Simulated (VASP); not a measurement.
PbSe (Clausthalite):

```xyz
2
Lattice="0.0000 3.0606 3.0606 3.0606 0.0000 3.0606 3.0606 3.0606 0.0000" Properties=species:S:1:pos:R:3 pbc="T T T"
Pb    0.0000    0.0000    0.0000
Se    3.0606    3.0606    3.0606
```

Base run:

| Property | Result |
| --- | --- |
| Program | VASP 6.6.1 |
| Functional | r2SCAN |
| Potentials or basis | VASP PAW PBE potentials, release 64 (Pb_d, Se) |
| Cutoff | 520 eV |
| k mesh | 6 × 6 × 6 |
| Occupations | fermi-dirac, width 0.01 eV |
| Spin | no spin polarisation |

Its results: band gap on the k mesh 0.58 eV, direct; pressure 1.5 GPa.

Question: The run is repeated on the same cell with these changes: functional from r2SCAN to PBE. What comes out?

Answer: Band gap on the k mesh 0.29 eV, direct; pressure 2.4 GPa.

r2SCAN gives the wider gap, since meta-GGAs in the generalised Kohn-Sham scheme recover part of the derivative discontinuity.

Caveats: spin-orbit coupling is left out, which moves the levels of the heavy elements; the PAW data sets were made with another functional, which shifts forces and pressure a little (some runs).

A k mesh can miss the band edges.
